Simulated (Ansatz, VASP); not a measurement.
## One calculation of Bi4C, two programs

```xyz
5
Lattice="-3.2011 3.2011 3.2011 3.2011 -3.2011 3.2011 3.2011 3.2011 -3.2011" Properties=species:S:1:pos:R:3 pbc="T T T"
Bi    1.6005    1.6005   -1.6005
Bi   -1.6005    1.6005    1.6005
Bi    1.6005    1.6005    1.6005
Bi    1.6005   -1.6005    1.6005
C     0.0000    0.0000    0.0000
```

Change from the starting cell: species swapped into the NiHg4 type (Im-3m, No. 229).

Alike in both runs: task single point; functional PBE; k mesh 4 × 4 × 4; occupations gaussian, width 0.1 eV; no spin polarisation.

|  | VASP | Ansatz |
| --- | --- | --- |
| version | VASP 6.6.1 | Ansatz 0.2.0 |
| potentials or method | VASP PAW PBE potentials, release 64 (Bi_d, C), cutoff 520 eV | scalar-relativistic, plane waves, PAW |
| valence electrons in the cell | 64 | 64 |

Ansatz gave:

* gap on the k mesh at the Fermi level (eV): none
* pressure (GPa): 5.0

Task: Which values does VASP return?

Result: gap on the k mesh at the Fermi level (eV): none; pressure (GPa): 4.9.

A gap of «none» marks a metal or a gap that the smearing closes.

Neither program's run includes spin-orbit coupling.
